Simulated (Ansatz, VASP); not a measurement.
# WSe2 in VASP and in Ansatz

```
Se W
1.0
     3.37300    0.00000    0.00000
    -1.68650    2.92110    0.00000
     0.00000    0.00000   32.73738
Se W
2 1
Direct
  0.33333 0.66667 0.44943
  0.33333 0.66667 0.55057
  0.66667 0.33333 0.50000
```

Alike in both runs: task single point; functional PBE; dispersion D3(BJ); k mesh 9 × 9 × 1; occupations gaussian, width 0.02 eV; no spin polarisation.

|  | VASP | Ansatz |
| --- | --- | --- |
| version | VASP 6.6.1 | Ansatz 0.2.0 |
| potentials or method | VASP PAW PBE potentials, release 64 (Se, W_sv), cutoff 520 eV | scalar-relativistic, plane waves, PAW |
| valence electrons in the cell | 26 | 46 |

```csv
,VASP,Ansatz,Ansatz less VASP
gap on the k mesh at the Fermi level (eV),1.36,1.36,+0.003
least direct gap on the mesh (eV),1.36,1.36,+0.003
rms of the force components (eV/Å),0.000,0.021,+0.0205
```

VASP's potentials hold 26 valence electrons a cell and Ansatz's 46, so a difference there can come from the potentials and not from the codes.

Spin-orbit coupling is off throughout.
